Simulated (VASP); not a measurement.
# Si2Mo (Fmm2) in VASP: a series of runs, part 2 of 2

VASP 6.6.1.

## (3) Single point, PBEsol (all Si atoms moved +0.125 Å, as atom 1 along Cartesian [1 -1 0])

Input file INCAR:

```
SYSTEM = Si2Mo
ALGO = Normal ; EDIFF = 1E-6
ENCUT = 520 ; GGA = PS
ISIF = 2 ; ISMEAR = 0
LASPH = .True. ; LCHARG = .True.
LELF = .True. ; LREAL = .False.
LVHAR = .True. ; LWAVE = .False.
NBANDS = 18 ; NELM = 100
PREC = Accurate ; SIGMA = 0.15
```

Input file KPOINTS:

```
k-points
0
Gamma
  20 20 20
  0 0 0
```

Input file POSCAR:

```
Si2Mo
1.0
   -1.5950350850      1.5950350850      3.9106920018
    1.5950350850     -1.5950350850      3.9106920018
    1.5950350850      1.5950350850     -3.9106920018
Si Mo
2 1
Direct
    0.3073523282      0.3627670012      0.0000000000
    0.6372329988      0.6926476718      0.0000000000
    0.0000000000      0.0000000000      0.0000000000
```

Potentials or basis: VASP PAW PBE potentials, release 64 (Si, Mo_sv).

Started as:

```bash
> cat potpaw_PBE.64/Si/POTCAR potpaw_PBE.64/Mo_sv/POTCAR > POTCAR
> mpirun -np 1 vasp_std > vasp.out
```

OUTCAR:

```text
SYSTEM = Si2Mo
   EDIFF = 1E-6
   ENCUT = 520
   GGA = PS
   ISIF = 2
   ISMEAR = 0
   LASPH = .True.
   LREAL = .False.
   NELM = 100
   PREC = Accurate

 ion  position               nearest neighbor table
   1  0.307  0.363  0.000-   3 2.49   2 2.58   3 2.60   3 2.60   2 2.62   2 2.62   2 2.62   2 2.62
                             3 2.62   3 2.71
   2  0.637  0.693  0.000-   3 2.49   1 2.58   3 2.60   3 2.60   1 2.62   1 2.62   1 2.62   1 2.62
                             3 2.62   3 2.71
   3  0.000  0.000  0.000-   2 2.49   1 2.49   1 2.60   2 2.60   2 2.60   1 2.60   2 2.62   1 2.62
                             1 2.71   2 2.71

  LATTYP: Found a body centered tetragonal cell.
 ALAT       =     3.1900701700
 C/A-ratio  =     2.4517905835

  Lattice vectors:

 A1 = (  -1.5950350850,   1.5950350850,   3.9106920018)
 A2 = (   1.5950350850,  -1.5950350850,   3.9106920018)
 A3 = (   1.5950350850,   1.5950350850,  -3.9106920018)

Analysis of symmetry for initial positions (statically):
=====================================================================
 Subroutine PRICEL returns:
 Original cell was already a primitive cell.

 Routine SETGRP: Setting up the symmetry group for a
 body centered tetragonal supercell.

 Subroutine GETGRP returns: Found  4 space group operations
 (whereof  4 operations were pure point group operations)
 out of a pool of 16 trial point group operations.

The static configuration has the point symmetry C_2v.

Analysis of symmetry for dynamics (positions and initial velocities):
=====================================================================
 Subroutine PRICEL returns:
 Original cell was already a primitive cell.

 Routine SETGRP: Setting up the symmetry group for a
 body centered tetragonal supercell.

[... 122 lines left out ...]
   EFERMI_NEDOS =   21; number of points for ismear=-14 and -15
   IALGO  =     38    algorithm
   IMIX   =      4    mixing-type and parameters
     AMIX     =   0.40;   BMIX     =  1.00
     AMIX_MAG =   1.60;   BMIX_MAG =  1.00
  volume/ion in A,a.u.               =      13.27        89.52
  Fermi-wavevector in a.u.,A,eV,Ry     =   1.343583  2.539003 24.561429  1.805214
  Thomas-Fermi vector in A             =   2.471645
   LORBIT       =      0    0 simple, 1 ext, 2 COOP (PROOUT), +10 PAW based schemes
   GGA     = PS    functional components
   LHFCALC =     F    Hartree Fock is set to
   AEXX    =    0.0000 exact exchange contribution
   IVDW    =     0    specifies the selected vdW correction
   LEPSILON=     F    determine dielectric tensor
   LRPA    =     F    only Hartree local field effects (RPA)
 non-spin polarized calculation
 Gauss-broadening in eV      SIGMA  =   0.15
  energy-cutoff  :      520.00
  volume of cell :       39.80
 maximum number of plane-waves:      1104
 NGX is ok and might be reduce to    36
   NGX = 17   NGY = 17   NGZ = 17

 number of electron      22.0000000 magnetization

 Free energy of the ion-electron system (eV)
  ---------------------------------------------------
  ext. energy  EPLUGINS =         0.00000000
  ---------------------------------------------------
  free energy    TOTEN  =       -24.99972631 eV

  energy without entropy =      -24.99704593  energy(sigma->0) =      -24.99838612

 E-fermi :  12.3234     XC(G=0): -12.5588

 val. band max:       12.3201610326   @ k =  -0.3000   0.4000   0.4500
 cond. band min:      12.3236731999   @ k =  -0.4500   0.4500   0.3500
 fundamental gap:      0.0035121673
 Fermi energy:        12.3233791179

 k-point     1 :       0.0000    0.0000    0.0000
  band No.  band energies     occupation
      1     -48.2567      2.00000
      2     -22.4557      2.00000
      3     -22.3698      2.00000
      4     -22.3611      2.00000
      5      -1.1620      2.00000
      6       5.8726      2.00000
[... 481 lines left out ...]
      5       1.0385      2.00000
      6       4.5413      2.00000
[... 10 lines left out ...]
     17      19.3344      0.00000
     18      21.3949      0.00000

 [... further k-points ...]

------------------------ aborting loop because EDIFF is reached ----------------------------------------

  FORCE on cell =-STRESS in cart. coord.  units (eV):
  Direction    XX          YY          ZZ          XY          YZ          ZX
  --------------------------------------------------------------------------------------
  -------------------------------------------------------------------------------------
  Total        0.4193314      0.4193314      0.3022581     -0.3739931      0.0000000      0.0000000
  in kB       16.8816091     16.8816091     12.1684281    -15.0563645      0.0000000      0.0000000
  external PRESSURE =      15.3105488 kB  Pullay stress =       0.0000000 kB

 VOLUME and BASIS-vectors are now :
 -----------------------------------------------------------------------------
  energy-cutoff  :      520.00
  volume of cell :       39.80
      direct lattice vectors                 reciprocal lattice vectors
    -1.595035085  1.595035085  3.910692002     0.000000000  0.313472728  0.127854610
     1.595035085 -1.595035085  3.910692002     0.313472728  0.000000000  0.127854610
     1.595035085  1.595035085 -3.910692002     0.313472728  0.313472728  0.000000000

 POSITION                                       TOTAL-FORCE (eV/Angst)
 -----------------------------------------------------------------------------------
      0.08839     -0.08839      2.62063        -0.467502      0.467502     -0.096937
      0.08839     -0.08839      5.20075        -0.467502      0.467502      0.096937
      0.00000      0.00000      0.00000         0.935004     -0.935004      0.000000
 -----------------------------------------------------------------------------------
    total drift:                                0.000067     -0.000067     -0.000000

  FREE ENERGIE OF THE ION-ELECTRON SYSTEM (eV)
  ---------------------------------------------------
  free  energy   TOTEN  =       -24.9997263125 eV

  energy  without entropy=      -24.9970459275  energy(sigma->0) =      -24.99838612
```

OSZICAR:

```text
N       E                     dE             d eps       ncg     rms          rms(c)
DAV:   1     0.119771940570E+03    0.11977E+03   -0.11309E+04 42016   0.116E+03
DAV:   2    -0.228119016433E+02   -0.14258E+03   -0.13971E+03 50012   0.299E+02
DAV:   3    -0.259422856234E+02   -0.31304E+01   -0.30987E+01 52266   0.393E+01
DAV:   4    -0.259600108651E+02   -0.17725E-01   -0.17708E-01 49522   0.319E+00
DAV:   5    -0.259601265213E+02   -0.11566E-03   -0.11565E-03 49136   0.275E-01    0.233E+01
DAV:   6    -0.251718258136E+02    0.78830E+00   -0.54720E+00 44212   0.155E+01    0.516E+00
DAV:   7    -0.250420475849E+02    0.12978E+00   -0.82166E-01 43630   0.547E+00    0.480E+00
DAV:   8    -0.250009427474E+02    0.41105E-01   -0.10987E-01 45470   0.241E+00    0.457E-01
DAV:   9    -0.249998628459E+02    0.10799E-02   -0.21846E-03 50092   0.376E-01    0.238E-01
DAV:  10    -0.249997390565E+02    0.12379E-03   -0.51948E-04 46480   0.189E-01    0.595E-02
DAV:  11    -0.249997282498E+02    0.10807E-04   -0.12906E-04 45984   0.844E-02    0.327E-02
DAV:  12    -0.249997271911E+02    0.10587E-05   -0.20535E-05 45068   0.316E-02    0.115E-02
DAV:  13    -0.249997263125E+02    0.87863E-06   -0.21638E-06 30654   0.120E-02
   1 F= -.24999726E+02 E0= -.24998386E+02  d E =-.268038E-02
```

stdout:

```text
POSCAR found type information on POSCAR SiMo
 POSCAR found :  2 types and       3 ions
 scaLAPACK will be used
 -----------------------------------------------------------------------------
|                                                                             |
|                                                                             |
|     You enforced a specific xc type in the INCAR file but a different       |
|     I HOPE YOU KNOW WHAT YOU ARE DOING!                                     |
|                                                                             |
 -----------------------------------------------------------------------------

 LDA part: xc-table for (Slater+PW92), standard interpolation
 POSCAR, INCAR and KPOINTS ok, starting setup
 FFT: planning ... GRIDC
 FFT: planning ... GRID_SOFT
 FFT: planning ... GRID
 WAVECAR not read
 entering main loop
```

It took 9.8 min on 1 thread of AMD EPYC 9R45 (Zen 5), shared host; peak memory 0.82 GiB.

Results:

```yaml
Free_energy: -24.9997 eV
Pressure: 1.5 GPa
Largest_force: 1.322 eV/Å
Band_gap_on_the_k_mesh: zero (bands 11 and 12 overlap by 0.77 eV)
```

Forces on the atoms (eV/Å):
```
Si  -0.468  0.468 -0.097
Si  -0.468  0.468  0.097
Mo   0.935 -0.935  0.000
```

Stress tensor (GPa, compression positive):
```
 1.69 -1.51  0.00
-1.51  1.69  0.00
 0.00  0.00  1.22
```

Levels at points of the mesh, in eV from the Fermi level:
```
           k point  band 7  band 8  band 9  band 10  band 11  band 12  band 13  band 14  band 15  band 16
(0.00, 0.00, 0.00)   -3.41   -3.17   -2.61    -2.60     0.35     2.99     3.15     3.64     3.66     4.22
(0.50, 0.00, 0.00)   -5.04   -4.48   -2.62    -2.55    -0.54     2.30     3.17     4.13     4.29     5.31
(0.50, 0.50, 0.00)   -5.68   -5.18   -4.46    -3.13    -1.20     2.35     2.73     3.21     3.39     4.76
(0.00, 0.00, 0.50)   -5.68   -5.15   -4.47    -3.09    -1.17     2.35     2.81     2.99     3.60     4.77
(0.50, 0.50, 0.50)   -3.67   -2.26   -0.65    -0.55    -0.46    -0.37     0.60     4.82     5.21     5.96
```

Caveat: the cell differs from its parent crystal (all Si atoms moved +0.125 Å, as atom 1 along Cartesian [1 -1 0]); the PAW data sets were made with another functional, which shifts forces and pressure a little.
